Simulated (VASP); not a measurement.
Write the native input for VASP 6.6.1 that does the following.

```yaml
Task: single point
Functional: PBE
Potentials_or_basis: VASP PAW PBE potentials, release 64 (Ru_pv, Al)
Cutoff: 520 eV
k_mesh: 13 × 13 × 12
Occupations: fermi-dirac, width 0.05 eV
Spin: no spin polarisation
Dipole_correction: no
Further_INCAR_settings: ALGO = Normal; EDIFF = 1e-06; NBANDS = 16
```

The structure of AlRu (WC type) lies in POSCAR:

```
AlRu
1.0
    2.6642256291      0.0000000000      0.0000000000
   -1.3321128146      2.3072870762      0.0000000000
    0.0000000000      0.0000000000      3.6781308199
Ru Al
1 1
Direct
    0.0000000000      0.0000000000      0.0000000000
    0.3333333333      0.6666666667      0.5000000000
```

One way to write it, as run:

INCAR

```
PREC = Accurate ; ENCUT = 520
EDIFF = 1E-6 ; ISMEAR = -1
SIGMA = 0.05 ; LREAL = False
LASPH = True ; NELM = 100
ALGO = Normal ; ISIF = 2
LWAVE = False ; LCHARG = False
GGA = PE ; NBANDS = 16
```

KPOINTS

```
regular mesh
0
Gamma
  13 13 12
```

Potentials or basis: VASP PAW PBE potentials, release 64 (Ru_pv, Al).

Run with:

```console
$ cat potpaw_PBE.64/Ru_pv/POTCAR potpaw_PBE.64/Al/POTCAR > POTCAR
$ mpirun -np 1 vasp_std > vasp.out
```

Results of the run:

- Pressure: 69.4 GPa
- Band gap on the k mesh: zero (an odd number of electrons rules out a gap without spin polarisation)

Caveat: the cell stands under pressure; an empty level that is flat over the whole mesh can mark a ghost state of the potentials, or a narrow d or f band.

Run time: 31 s on 1 thread of Intel(R) Xeon(R) Platinum 8488C (Sapphire Rapids) (shared host), peak memory 0.17 GiB.
